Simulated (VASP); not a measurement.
# BaF2 (Fm-3m) in VASP: further runs

BaF2 is run at these levels: r2SCAN; tasks: single point.

Everything below comes from runs of VASP 6.6.1. Logs are shortened: lines on timing, memory, paths and dates and some standing lists are left out, and cuts for length are marked.

## 1. The cell of the first run

The structure is cubic, space group Fm-3m (No. 225). The conventional cell has a = 6.068 Å, b = 6.068 Å, c = 6.068 Å, α = 90.00°, β = 90.00°, γ = 90.00°. Ba (site symmetry m-3m) has 8 F at 2.63 Å within 3.5 Å. Within 3.5 Å of F (site symmetry -43m) lie 4 Ba at 2.63 Å and 6 F at 3.03 Å.

## 2. Single point, r2SCAN (volume scaled by 0.94)

Contents of POSCAR:

```
BaF2
1.0
    0.0000000000      3.0341318110      3.0341318110
    3.0341318110      0.0000000000      3.0341318110
    3.0341318110      3.0341318110      0.0000000000
Ba F
1 2
Direct
    0.0000000000      0.0000000000      0.0000000000
    0.2500000000      0.2500000000      0.2500000000
    0.7500000000      0.7500000000      0.7500000000
```

Contents of INCAR.step1:

```
PREC = Accurate
ENCUT = 660
ISMEAR = 0
SIGMA = 0.02
LREAL = F
LASPH = T
NELM = 120
NBANDS = 19
GGA = PE
ALGO = Normal
EDIFF = 1E-5
LWAVE = T
LCHARG = F
GGA_COMPAT = F
```

Contents of INCAR.step2:

```
PREC = Accurate
ENCUT = 660
EDIFF = 1E-6
ISMEAR = 0
SIGMA = 0.02
LREAL = F
LASPH = T
NELM = 120
ALGO = Normal
ISIF = 2
LWAVE = F
LCHARG = F
METAGGA = R2SCAN
LMIXTAU = T
NBANDS = 19
ISTART = 1
GGA_COMPAT = F
```

Contents of KPOINTS:

```
Automatic mesh
0
Gamma
  6 6 6
```

Potentials or basis: VASP PAW PBE potentials, release 64 (Ba_sv, F).

Command:

```sh
> cat potpaw_PBE.64/Ba_sv/POTCAR potpaw_PBE.64/F/POTCAR > POTCAR
> cp INCAR.step1 INCAR
> mpirun -np 1 vasp_std > vasp.out
> cp INCAR.step2 INCAR
> mpirun -np 1 vasp_std > vasp.out
```

OUTCAR:

```text
PREC = Accurate
   ENCUT = 660
   EDIFF = 1E-6
   ISMEAR = 0
   LREAL = F
   LASPH = T
   NELM = 120
   ISIF = 2
   METAGGA = R2SCAN
   ISTART = 1

 ion  position               nearest neighbor table
   1  0.000  0.000  0.000-   3 2.63   3 2.63   3 2.63   2 2.63   3 2.63   2 2.63   2 2.63   2 2.63

   2  0.250  0.250  0.250-   1 2.63   1 2.63   1 2.63   1 2.63
   3  0.750  0.750  0.750-   1 2.63   1 2.63   1 2.63   1 2.63

  LATTYP: Found a face centered cubic cell.
 ALAT       =     6.0682636220

  Lattice vectors:

 A1 = (   0.0000000000,   3.0341318110,   3.0341318110)
 A2 = (   3.0341318110,   0.0000000000,   3.0341318110)
 A3 = (   3.0341318110,   3.0341318110,   0.0000000000)

Analysis of symmetry for initial positions (statically):
=====================================================================
 Subroutine PRICEL returns:
 Original cell was already a primitive cell.

 Routine SETGRP: Setting up the symmetry group for a
 face centered cubic supercell.

 Subroutine GETGRP returns: Found 48 space group operations
 (whereof 48 operations were pure point group operations)
 out of a pool of 48 trial point group operations.

The static configuration has the point symmetry O_h .

Analysis of symmetry for dynamics (positions and initial velocities):
=====================================================================
 Subroutine PRICEL returns:
 Original cell was already a primitive cell.

 Routine SETGRP: Setting up the symmetry group for a
 face centered cubic supercell.

 Subroutine GETGRP returns: Found 48 space group operations
 (whereof 48 operations were pure point group operations)
 out of a pool of 48 trial point group operations.

The dynamic configuration has the point symmetry O_h .

 Subroutine INISYM returns: Found 48 space group operations
 (whereof 48 operations are pure point group operations),
 and found     1 'primitive' translations

----------------------------------------------------------------------------------------

                                     Primitive cell

  volume of cell :      55.8642

  direct lattice vectors                    reciprocal lattice vectors
     0.000000000  3.034131811  3.034131811    -0.164791786  0.164791786  0.164791786
     3.034131811  0.000000000  3.034131811     0.164791786 -0.164791786  0.164791786
     3.034131811  3.034131811  0.000000000     0.164791786  0.164791786 -0.164791786

  length of vectors
     4.290910357  4.290910357  4.290910357     0.285427746  0.285427746  0.285427746

  position of ions in fractional coordinates (direct lattice)
     0.000000000  0.000000000  0.000000000
     0.250000000  0.250000000  0.250000000
     0.750000000  0.750000000  0.750000000

  ion indices of the primitive-cell ions
   primitive index   ion index
                 1           1
                 2           2
                 3           3

----------------------------------------------------------------------------------------

 KPOINTS: Automatic mesh

Automatic generation of k-mesh.
 Grid dimensions read from file:
 generate k-points for:    6    6    6

 Generating k-lattice:

  Cartesian coordinates                     Fractional coordinates (reciprocal lattice)
    -0.027465298  0.027465298  0.027465298     0.166666667  0.000000000  0.000000000
     0.027465298 -0.027465298  0.027465298     0.000000000  0.166666667  0.000000000
     0.027465298  0.027465298 -0.027465298     0.000000000  0.000000000  0.166666667

  Length of vectors
     0.047571291  0.047571291  0.047571291

  Shift w.r.t. Gamma in fractional coordinates (k-lattice)
     0.000000000  0.000000000  0.000000000

 Subroutine IBZKPT returns following result:
 ===========================================

 Found     16 irreducible k-points:

 Following reciprocal coordinates:
            Coordinates               Weight
  0.000000  0.000000  0.000000      1.000000
  0.166667  0.000000  0.000000      8.000000
  0.333333  0.000000  0.000000      8.000000
  0.500000  0.000000  0.000000      4.000000
  0.166667  0.166667  0.000000      6.000000
  0.333333  0.166667  0.000000     24.000000
[... 8 lines left out ...]
 -0.333333  0.333333  0.166667     24.000000
 -0.333333  0.500000  0.166667     12.000000
   k-points           NKPTS =     16   k-points in BZ     NKDIM =     16   number of bands    NBANDS=     19
   number of dos      NEDOS =    301   number of ions     NIONS =      3
   total plane-waves  NPLWV =  46656
   dimension x,y,z NGX =    36 NGY =   36 NGZ =   36
   dimension x,y,z NGXF=    72 NGYF=   72 NGZF=   72
   ions per type =               1   2
   NGX,Y,Z   is equivalent  to a cutoff of  13.95, 13.95, 13.95 a.u.
   NGXF,Y,Z  is equivalent  to a cutoff of  27.90, 27.90, 27.90 a.u.
 SYSTEM =  unknown system
   PREC   = accura    normal or accurate (medium, high low for compatibility)
   ISTART =      1    job   : 0-new  1-cont  2-samecut
   ICHARG =      0    charge: 1-file 2-atom 10-const
   ISPIN  =      1    spin polarized calculation?
   LNONCOLLINEAR =      F non collinear calculations
   LSORBIT =      F    spin-orbit coupling
   LASPH  =      T    aspherical Exc in radial PAW
   ENCUT  =  660.0 eV  48.51 Ry    6.96 a.u.   8.99  8.99  8.99*2*pi/ulx,y,z
   NELM   =    120;   NELMIN=  2; NELMDL=  0     # of ELM steps
   EDIFF  = 0.1E-05   stopping-criterion for ELM
   LREAL  =      F    real-space projection
   EDIFFG = 0.1E-04   stopping-criterion for IOM
   NSW    =      0    number of steps for IOM
   IBRION =     -1    ionic relax: 0-MD 1-quasi-New 2-CG
   NFREE  =      0    steps in history (QN), initial steepest desc. (CG)
   ISIF   =      2    stress and relaxation
   ISYM   =      2    0-nonsym 1-usesym 2-fastsym
   POTIM  = 0.5000    time-step for ionic-motion
   TEBEG  =    0.0;   TEEND  =   0.0 temperature during run
   PSTRESS=    0.0 pullay stress
   NELECT =      24.0000    total number of electrons
   NUPDOWN=      -1.0000    fix difference up-down
   EMIN   =  10.00;   EMAX   =-10.00  energy-range for DOS
   EFERMI =   0.00;   METHOD = LEGACY
   ISMEAR =     0;   SIGMA  =   0.02  broadening in eV -4-tet -1-fermi 0-gaus
   EFERMI_NEDOS =   21; number of points for ismear=-14 and -15
   IALGO  =     38    algorithm
   IMIX   =      4    mixing-type and parameters
     AMIX     =   0.40;   BMIX     =  1.00
     AMIX_MAG =   1.60;   BMIX_MAG =  1.00
  volume/ion in A,a.u.               =      18.62       125.66
  Fermi-wavevector in a.u.,A,eV,Ry     =   1.235286  2.334352 20.761554  1.525931
  Thomas-Fermi vector in A             =   2.369942
   LORBIT       =      0    0 simple, 1 ext, 2 COOP (PROOUT), +10 PAW based schemes
   METAGGA = R2SCAN    functional components
   LHFCALC =     F    Hartree Fock is set to
   AEXX    =    0.0000 exact exchange contribution
   IVDW    =     0    specifies the selected vdW correction
   LEPSILON=     F    determine dielectric tensor
   LRPA    =     F    only Hartree local field effects (RPA)
 non-spin polarized calculation
 Gauss-broadening in eV      SIGMA  =   0.02
  energy-cutoff  :      660.00
  volume of cell :       55.86
 maximum number of plane-waves:      2174
   NGX = 17   NGY = 17   NGZ = 17

 number of electron      23.9999991 magnetization

 Free energy of the ion-electron system (eV)
  ---------------------------------------------------
  ext. energy  EPLUGINS =         0.00000000
  ---------------------------------------------------
  free energy    TOTEN  =       -44.99093740 eV

  energy without entropy =      -44.99093740  energy(sigma->0) =      -44.99093740

 E-fermi :  -2.1570     XC(G=0):  -9.5689

 val. band max:       -2.3403489714   @ k =  -0.1667   0.1667   0.0000
 cond. band min:       5.2849698448   @ k =   0.0000   0.0000   0.0000
 fundamental gap:      7.6253188161
 Fermi energy:        -2.1569646898

 k-point     1 :       0.0000    0.0000    0.0000
  band No.  band energies     occupation
      1     -25.8572      2.00000
      2     -22.5197      2.00000
      3     -22.2347      2.00000
      4     -10.0504      2.00000
      5     -10.0504      2.00000
      6     -10.0504      2.00000
[... 11 lines left out ...]
     18      10.4896      0.00000
     19      14.3084      0.00000

 k-point     2 :       0.1667    0.0000    0.0000
  band No.  band energies     occupation
      1     -25.7715      2.00000
      2     -22.5510      2.00000
      3     -22.3379      2.00000
      4     -10.1142      2.00000
      5     -10.1060      2.00000
      6     -10.1060      2.00000
[... 11 lines left out ...]
     18      10.5100      0.00000
     19      13.2345      0.00000

 k-point     3 :       0.3333    0.0000    0.0000
  band No.  band energies     occupation
      1     -25.5802      2.00000
      2     -22.6798      2.00000
      3     -22.4982      2.00000
      4     -10.2190      2.00000
      5     -10.2114      2.00000
      6     -10.2114      2.00000
[... 11 lines left out ...]
     18      10.5884      0.00000
     19      12.5807      0.00000

 k-point     4 :       0.5000    0.0000    0.0000
  band No.  band energies     occupation
      1     -25.4713      2.00000
      2     -22.7975      2.00000
      3     -22.5386      2.00000
      4     -10.2624      2.00000
      5     -10.2615      2.00000
      6     -10.2615      2.00000
[... 231 lines left out ...]
     18      11.4575      0.00000
     19      13.5895      0.00000

 k-point    15 :      -0.3333    0.3333    0.1667
  band No.  band energies     occupation
      1     -25.3607      2.00000
      2     -22.7806      2.00000
      3     -22.7137      2.00000
      4     -10.5136      2.00000
      5     -10.2160      2.00000
      6     -10.2156      2.00000
[... 11 lines left out ...]
     18      12.2004      0.00000
     19      13.4488      0.00000

 k-point    16 :      -0.3333    0.5000    0.1667
  band No.  band energies     occupation
      1     -25.3207      2.00000
      2     -22.8294      2.00000
      3     -22.7193      2.00000
      4     -10.5860      2.00000
      5     -10.3842      2.00000
      6     -10.0144      2.00000
[... 11 lines left out ...]
     18      13.6970      0.00000
     19      13.8425      0.00000

------------------------ aborting loop because EDIFF is reached ----------------------------------------

  FORCE on cell =-STRESS in cart. coord.  units (eV):
  Direction    XX          YY          ZZ          XY          YZ          ZX
  --------------------------------------------------------------------------------------
  -------------------------------------------------------------------------------------
  Total        1.9500909      1.9500909      1.9500909      0.0000000      0.0000000      0.0000000
  in kB       55.9283635     55.9283635     55.9283635      0.0000000      0.0000000      0.0000000
  external PRESSURE =      55.9283635 kB  Pullay stress =       0.0000000 kB

 VOLUME and BASIS-vectors are now :
 -----------------------------------------------------------------------------
  energy-cutoff  :      660.00
  volume of cell :       55.86
      direct lattice vectors                 reciprocal lattice vectors
     0.000000000  3.034131811  3.034131811    -0.164791786  0.164791786  0.164791786
     3.034131811  0.000000000  3.034131811     0.164791786 -0.164791786  0.164791786
     3.034131811  3.034131811  0.000000000     0.164791786  0.164791786 -0.164791786

 POSITION                                       TOTAL-FORCE (eV/Angst)
 -----------------------------------------------------------------------------------
      0.00000      0.00000      0.00000        -0.000000      0.000000     -0.000000
      1.51707      1.51707      1.51707        -0.000000     -0.000000     -0.000000
      4.55120      4.55120      4.55120         0.000000      0.000000      0.000000
 -----------------------------------------------------------------------------------
    total drift:                                0.000000      0.000000      0.000000

  FREE ENERGIE OF THE ION-ELECTRON SYSTEM (eV)
  ---------------------------------------------------
  free  energy   TOTEN  =       -44.9909373997 eV

  energy  without entropy=      -44.9909373997  energy(sigma->0) =      -44.99093740
```

It took 79 s on 1 thread of Intel Xeon Platinum 8259CL at 2.50GHz (Skylake/Cascade Lake), shared host; peak memory 0.22 GiB.

What came out:

| Property | Result |
| --- | --- |
| Free energy | -44.9909 eV |
| Pressure | 5.6 GPa |
| Band gap on the k mesh | 7.63 eV, indirect (least direct gap 7.72 eV) |

Caveat: the PAW data sets were made with another functional, which shifts forces and pressure a little; spin-orbit coupling is left out, which moves the levels of the heavy elements. A k mesh can miss the band edges.

## 3. Single point, r2SCAN (volume scaled by 0.97)

Contents of POSCAR:

```
BaF2
1.0
    0.0000000000      3.0660723878      3.0660723878
    3.0660723878      0.0000000000      3.0660723878
    3.0660723878      3.0660723878      0.0000000000
Ba F
1 2
Direct
    0.0000000000      0.0000000000      0.0000000000
    0.2500000000      0.2500000000      0.2500000000
    0.7500000000      0.7500000000      0.7500000000
```

Contents of INCAR.step1:

```
SYSTEM = BaF2
ALGO     = Normal         ! electronic algorithm
EDIFF    = 1E-5           ! SCF threshold, eV
ENCUT    = 660            ! plane-wave cutoff, eV
GGA      = PE             ! functional
GGA_COMPAT= .False.      
ISMEAR   = 0              ! smearing method
LASPH    = .True.         ! aspherical terms in the spheres
LCHARG   = .False.        ! write CHGCAR
LREAL    = .False.        ! projectors in reciprocal space
LWAVE    = .True.         ! write WAVECAR
NBANDS   = 19             ! bands
NELM     = 120            ! most SCF steps
PREC     = Accurate       ! precision mode
SIGMA    = 0.02           ! smearing width, eV
```

Contents of INCAR.step2:

```
SYSTEM = BaF2
ALGO     = Normal         ! electronic algorithm
EDIFF    = 1E-6           ! SCF threshold, eV
ENCUT    = 660            ! plane-wave cutoff, eV
GGA_COMPAT= .False.      
ISIF     = 2              ! what is computed and relaxed
ISMEAR   = 0              ! smearing method
ISTART   = 1            
LASPH    = .True.         ! aspherical terms in the spheres
LCHARG   = .False.        ! write CHGCAR
LMIXTAU  = .True.       
LREAL    = .False.        ! projectors in reciprocal space
LWAVE    = .False.        ! write WAVECAR
METAGGA  = R2SCAN         ! meta-GGA
NBANDS   = 19             ! bands
NELM     = 120            ! most SCF steps
PREC     = Accurate       ! precision mode
SIGMA    = 0.02           ! smearing width, eV
```

Contents of KPOINTS:

```
k-points
0
Gamma
  6 6 6
  0 0 0
```

Potentials or basis: VASP PAW PBE potentials, release 64 (Ba_sv, F).

Command:

```sh
> cat potpaw_PBE.64/Ba_sv/POTCAR potpaw_PBE.64/F/POTCAR > POTCAR
> cp INCAR.step1 INCAR
> mpirun -np 1 vasp_std > vasp.out
> cp INCAR.step2 INCAR
> mpirun -np 1 vasp_std > vasp.out
```

Wall time 82 s (1 thread of Intel Xeon Platinum 8259CL at 2.50GHz (Skylake/Cascade Lake), shared host); peak memory 0.23 GiB.

The run converged. Its results:

```yaml
Free_energy: -45.0425 eV
Pressure: 3.0 GPa
Band_gap_on_the_k_mesh: 7.49 eV, indirect (least direct gap 7.57 eV)
```

Levels at points of the mesh, in eV from the valence-band top:
| k point | band 10 | band 11 | band 12 | band 13 | band 14 | band 15 |
| --- | --- | --- | --- | --- | --- | --- |
| (0.00, 0.00, 0.00) | -0.08 | -0.08 | -0.08 | 7.49 | 10.04 | 10.04 |
| (0.50, 0.00, 0.00) | -0.34 | -0.14 | -0.14 | 10.00 | 10.00 | 10.16 |
| (0.50, 0.50, 0.00) | -0.28 | -0.28 | -0.15 | 7.76 | 10.04 | 11.61 |

Caveat: the PAW data sets were made with another functional, which shifts forces and pressure a little; spin-orbit coupling is left out, which moves the levels of the heavy elements.
